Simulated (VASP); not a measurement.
The system is LuPd2O2.

```
Lu Pd O
1.0
    -2.23903    2.23903    4.09124
     2.23903   -2.23903    4.09124
     2.23903    2.23903   -4.09124
Lu Pd O
1 2 2
Cartesian
  0.0000 0.0000 4.0912
  0.0000 0.0000 6.8724
  0.0000 0.0000 1.3101
  0.0000 2.2390 0.0000
  2.2390 0.0000 0.0000
```

The cell was built from a structure type or drawn by symmetry, and may not be a known phase.

- Program: VASP 6.6.1
- Task: relaxation of cell and atoms
- Functional: PBE
- Potentials or basis: VASP PAW PBE potentials, release 64 (Lu, Pd, O)
- Cutoff: 600 eV
- k mesh: 6 × 6 × 6
- Occupations: gaussian, width 0.1 eV
- Spin: no spin polarisation

At the start: pressure -7.5 GPa; volume 16.41 Å³/atom.

**Question.** Where does the relaxation end?

**Answer.** Over 5 steps the energy falls by 54.9 meV/atom and the volume is 15.45 Å³/atom (-5.8 %); space group I4/mmm (No. 139, to 0.1 Å) before and after.

Step by step:
```csv
step,energy change (eV),largest force (eV/Å),pressure (GPa),volume (Å³)
1,0.0000,0.0910,-7.46,82.04
2,-0.1874,0.4058,6.89,73.21
3,-0.2474,0.2106,1.38,75.90
4,-0.2716,0.0442,0.42,76.80
5,-0.2743,0.0192,0.00,77.24
```

Final structure:
```
Lu Pd O
1.0
    -2.14198    2.14198    4.20894
     2.14198   -2.14198    4.20894
     2.14198    2.14198   -4.20894
Lu Pd O
1 2 2
Direct
  0.50000 0.50000 0.00000
  0.83857 0.83857 0.00000
  0.16143 0.16143 0.00000
  0.50000 0.00000 0.50000
  0.00000 0.50000 0.50000
```

Caveat: an odd number of electrons without spin polarisation forces a metal; a magnetic or distorted state may lie lower.
